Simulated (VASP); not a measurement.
A run of VASP 6.6.1:

File INCAR:

```
ALGO     = Normal         # electronic algorithm
EDIFF    = 1E-7           # SCF threshold, eV
EDIFFG   = -0.01          # ionic threshold
ENCUT    = 600            # plane-wave cutoff, eV
GGA      = PS             # functional
IBRION   = 2              # ionic algorithm
ISIF     = 3              # what is computed and relaxed
ISMEAR   = -1             # smearing method
LASPH    = T              # aspherical terms in the spheres
LCHARG   = F              # write CHGCAR
LREAL    = F              # projectors in reciprocal space
LWAVE    = F              # write WAVECAR
NELM     = 60             # most SCF steps
NSW      = 80             # ionic steps
PREC     = Accurate       # precision mode
PSTRESS  = 300.0        
SIGMA    = 0.05           # smearing width, eV
```

KPOINTS

```
k-points
0
Gamma
  10 10 10
```

File POSCAR:

```
GaSb
1.0
   -2.7534340000      2.7534340000      1.5907070000
    2.7534340000     -2.7534340000      1.5907070000
    2.7534340000      2.7534340000     -1.5907070000
Sb Ga
1 1
Direct
    0.0000000000      0.0000000000      0.0000000000
    0.7500000000      0.2500000000      0.5000000000
```

Potentials or basis: VASP PAW PBE potentials, release 64 (Sb, Ga_d).

Command:

```sh
$ cat potpaw_PBE.64/Sb/POTCAR potpaw_PBE.64/Ga_d/POTCAR > POTCAR
$ mpirun -np 1 vasp_std > vasp.out
```

Hardware: 1 thread of Intel Xeon 8259CL, with other jobs on the host.

How long does it take, and how much memory?

It took 14 min on 1 thread of Intel Xeon 8259CL, on a shared host, peak memory 0.29 GiB. Counts: scf iterations 89, k points 102, ion steps 10.
